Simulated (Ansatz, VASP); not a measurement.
One calculation of Fe, two programs

File INCAR:

```
ALGO = Normal
EDIFF = 1E-6
ENCUT = 600
GGA = PE
GGA_COMPAT = False
ISIF = 2
ISMEAR = -1
ISPIN = 2
LASPH = True
LCHARG = False
LMAXMIX = 4
LORBIT = 11
LREAL = False
LWAVE = False
MAGMOM = 2.5 2.5
NBANDS = 19
NELM = 200
PREC = Accurate
SIGMA = 0.15
```

Contents of KPOINTS:

```
k-points
0
Gamma
  4 4 4
```

Contents of POSCAR:

```
Fe
1.0
    2.8200000000      0.0000000000      0.0000000000
    0.0000000000      2.8200000000      0.0000000000
    0.0000000000      0.0000000000      2.8200000000
Fe
2
Direct
    0.0000000000      0.0000000000      0.0000000000
    0.4497632931      0.4497632931      0.4497632931
```

Input for Ansatz:

```yaml
crystal:
  atoms:
  - position: [0.0, 0.0, 0.0]
    spin: 2.5
    symbol: Fe
  - position: [0.4497632930994747, 0.4497632930994747, 0.4497632930994747]
    spin: 2.5
    symbol: Fe
  lattice:
  - [2.82, 0.0, 0.0]
  - [0.0, 2.82, 0.0]
  - [0.0, 0.0, 2.82]
hamiltonian:
  dispersion: none
  pseudopotentials:
    kind: all_electron
    lapw:
      basis_error: 0.025 meV
      muffin_tin_radii: {Fe: 1.0584}
    relativity: none
  xc: pbe
kpoints:
  mp_grid:
    grid: [4, 4, 4]
    shift: [0, 0, 0]
magnetization: {spin_polarized: true}
output: {forces: true, stress: true}
scf:
  convergence: {dr2_threshold: 1e-10 eV}
  lower_state_search: 'off'
  max_iter: 200
  occupations: {method: fermi_dirac, width: 0.15}
```

Alike in both runs: task single point; functional PBE; k mesh 4 × 4 × 4; occupations fermi-dirac, width 0.15 eV; collinear spin.

|  | VASP | Ansatz |
| --- | --- | --- |
| version | VASP 6.6.1 | Ansatz 0.2 development build |
| potentials or method | VASP PAW PBE potentials, release 64 (Fe), cutoff 600 eV | all-electron full-potential LAPW, non-relativistic |

|  | VASP | Ansatz | Ansatz less VASP |
| --- | --- | --- | --- |
| pressure (GPa) | 4.4 | 7.9 | +3.56 |
| traceless stress, the component that is largest in VASP (GPa) | 2.12 | 2.13 | +0.013 |
| rms of the force components (eV/Å) | 1.030 | 1.080 | +0.0503 |
| net moment per atom (μB) | 1.94 | 1.93 | -0.004 |
| size of the moment on the site where the two differ most (μB) | 1.93 | 1.97 | +0.044 |

Site moments also hang on the region over which each program counts them. Atom by atom the forces differ by 0.050 eV/Å (rms over components). Ansatz ran all-electron here, and VASP with PAW potentials.

The k mesh is coarse, so the values compare programs but aren't converged.
